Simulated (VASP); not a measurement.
A run of VASP 6.6.1 is set up as follows.

The input INCAR:

```
SYSTEM = Si
PREC = Accurate
ENCUT = 500
EDIFF = 1E-6
ISMEAR = -1
SIGMA = 0.02
LREAL = .FALSE.
LASPH = .TRUE.
NELM = 120
ALGO = Normal
ISIF = 2
LWAVE = .FALSE.
LCHARG = .FALSE.
GGA = PE
NBANDS = 11
GGA_COMPAT = .FALSE.
```

Contents of KPOINTS:

```
Automatic mesh
0
G
  14 14 14
  0 0 0
```

The input POSCAR:

```
Si
1.0
    0.0000000000      2.7510823872      2.7510823872
    2.7510823872      0.0000000000      2.7510823872
    2.7510823872      2.7510823872      0.0000000000
Si
2
Direct
    0.0000000000      0.0000000000      0.0000000000
    0.2500000000      0.2500000000      0.2500000000
```

Potentials or basis: VASP PAW PBE potentials, release 64 (Si).

Run with:

```console
$ cat potpaw_PBE.64/Si/POTCAR > POTCAR
$ mpirun -np 1 vasp_std > vasp.out
```

Question: Predict the pressure.

Answer: -1.6 GPa.

Question: What does it give for the band gap on the k mesh?

Answer: 0.64 eV (least direct gap 2.55 eV).

Caveat: semilocal functionals underestimate gaps, and a narrow one can read as zero. A k mesh can miss the band edges.
